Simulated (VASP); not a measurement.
Input of a VASP 6.6.1 run:

File INCAR:

```
SYSTEM = Zn
  ALGO = Normal
  EDIFF = 1E-7
  ENCUT = 520
  GGA = PE
  ISIF = 2
  ISMEAR = -1
  LASPH = .True.
  LCHARG = .False.
  LREAL = .False.
  LWAVE = .False.
  NBANDS = 12
  NELM = 60
  PREC = Accurate
  SIGMA = 0.06122561905347299
```

File KPOINTS:

```
k-points
0
Gamma
  25 25 25
  0 0 0
```

Contents of POSCAR:

```
Zn
1.0
   -1.5551790959      1.5551790959      1.5551790959
    1.5551790959     -1.5551790959      1.5551790959
    1.5551790959      1.5551790959     -1.5551790959
Zn
1
Direct
    0.0000000000      0.0000000000      0.0000000000
```

Potentials or basis: VASP PAW PBE potentials, release 64 (Zn).

The run is started by

```console
$ cat potpaw_PBE.64/Zn/POTCAR > POTCAR
$ mpirun -np 1 vasp_std > vasp.out
```

Task: Predict the band gap on the k mesh.

Result: Zero (bands 6 and 7 overlap by 4.85 eV).

Task: Predict the pressure.

Result: 1.9 GPa.
